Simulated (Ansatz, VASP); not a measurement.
# AlN in VASP and in Ansatz

```
Al N
1.0
     3.11100    0.00000    0.00000
    -1.55550    2.69421    0.00000
     0.00000    0.00000    4.97800
Al N
2 2
Direct
  0.33333 0.66667 0.00000
  0.66667 0.33333 0.50000
  0.18123 0.55532 0.38500
  0.66667 0.33333 0.88500
```

Alike in both runs: task single point; functional r2SCAN; k mesh 12 × 12 × 6; occupations gaussian, width 0.05 eV; no spin polarisation.

|  | VASP | Ansatz |
| --- | --- | --- |
| version | VASP 6.6.1 | Ansatz 0.2.0 |
| potentials or method | VASP PAW PBE potentials, release 64 (Al, N), cutoff 520 eV | scalar-relativistic, plane waves, PAW |
| valence electrons in the cell | 16 | 16 |

```csv
,VASP,Ansatz,Ansatz less VASP
gap on the k mesh at the Fermi level (eV),4.37,4.34,-0.030
least direct gap on the mesh (eV),4.37,4.34,-0.030
pressure (GPa),17.4,17.5,+0.10
"traceless stress, the component that is largest in VASP (GPa)",25.76,25.35,-0.414
rms of the force components (eV/Å),6.084,6.001,-0.0827
```

VASP's potentials were made for PBE, not for r2SCAN. Atom by atom the forces differ by 0.083 eV/Å (rms over components).
